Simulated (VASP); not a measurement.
Here is a VASP 6.6.1 calculation.

INCAR

```
ALGO = Normal ; EDIFF = 1E-6
ENCUT = 520 ; GGA = CA
ISIF = 2 ; ISMEAR = 0
LASPH = True ; LCHARG = True
LELF = True ; LREAL = False
LVHAR = True ; LWAVE = False
NBANDS = 15 ; NELM = 80
PREC = Accurate ; SIGMA = 0.05
```

The input KPOINTS:

```
k-points
0
Gamma
  8 8 8
```

The input POSCAR:

```
KF
1.0
   -0.0272160472      2.5403355781      2.5403355781
    2.5403355781     -0.0272160472      2.5403355781
    2.5403355781      2.5403355781     -0.0272160472
K F
1 1
Direct
    0.0000000000      0.0000000000      0.0000000000
    0.5000000000      0.5000000000      0.5000000000
```

Potentials or basis: VASP PAW LDA potentials, release 64 (K_sv, F).

Launch:

```console
$ cat potpaw_LDA.64/K_sv/POTCAR potpaw_LDA.64/F/POTCAR > POTCAR
$ mpirun -np 1 vasp_std > vasp.out
```

(1) Predict the pressure.

(2) What does it give for the band gap on the k mesh?

Answers

(1) 1.8 GPa.

(2) 6.53 eV, direct.
